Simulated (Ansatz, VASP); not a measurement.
## Two plane-wave programs on Ru

```xyz
1
Lattice="15.0000 0.0000 0.0000 0.0000 15.5000 0.0000 0.0000 0.0000 16.0000" Properties=species:S:1:pos:R:3 pbc="T T T"
Ru    7.5000    7.7500    8.0000
```

Alike in both runs: task single point; functional PBE; k mesh 1 × 1 × 1; occupations gaussian, width 0.005 eV; collinear spin.

|  | VASP | Ansatz |
| --- | --- | --- |
| version | VASP 6.6.1 | Ansatz 0.2.0 |
| potentials or method | VASP PAW PBE potentials, release 64 (Ru_pv), cutoff 520 eV | scalar-relativistic, plane waves, PAW |
| valence electrons in the cell | 14 | 16 |

|  | VASP | Ansatz | Ansatz less VASP |
| --- | --- | --- | --- |
| gap on the k mesh at the Fermi level (eV) | 0.81 | 0.83 | +0.013 |
| net moment per atom (μB) | 4.00 | 4.00 | 0.000 |
| size of the moment on the site where the two differ most (μB) | 2.89 | 4.00 | +1.106 |

Site moments also hang on the region over which each program counts them. VASP's potentials hold 14 valence electrons a cell and Ansatz's 16, so a difference there can come from the potentials and not from the codes.
